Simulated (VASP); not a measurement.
A run of VASP 6.6.1:

INCAR

```
SYSTEM = ScZn
  PREC = Accurate
  ENCUT = 520
  EDIFF = 1E-7
  ISMEAR = 0
  SIGMA = 0.15
  LREAL = .FALSE.
  LASPH = .TRUE.
  NELM = 80
  ALGO = Fast
  ISIF = 2
  LWAVE = .FALSE.
  LCHARG = .FALSE.
  GGA = PS
  NBANDS = 18
```

File KPOINTS:

```
regular mesh
0
G
  14 14 14
  0 0 0
```

File POSCAR:

```
ScZn
1.0
    3.3500000000      0.0083750000      0.0000000000
    0.0083750000      3.3500000000      0.0000000000
    0.0000000000      0.0000000000      3.3500000000
Sc Zn
1 1
Direct
    0.0000000000      0.0000000000      0.0000000000
    0.5000000000      0.5000000000      0.5000000000
```

Potentials or basis: VASP PAW PBE potentials, release 64 (Sc_sv, Zn).

Launch:

```bash
$ cat potpaw_PBE.64/Sc_sv/POTCAR potpaw_PBE.64/Zn/POTCAR > POTCAR
$ mpirun -np 1 vasp_std > vasp.out
```

Hardware: 1 thread of AMD EPYC 9R45 96-Core Processor (Zen 5), on a shared host.

Problem. How long does it take, and how much memory?

Solution. It took 3.7 min on 1 thread of AMD EPYC 9R45 96-Core Processor (Zen 5), on a shared host, peak memory 0.38 GiB. Counts: scf iterations 16, k points 456.
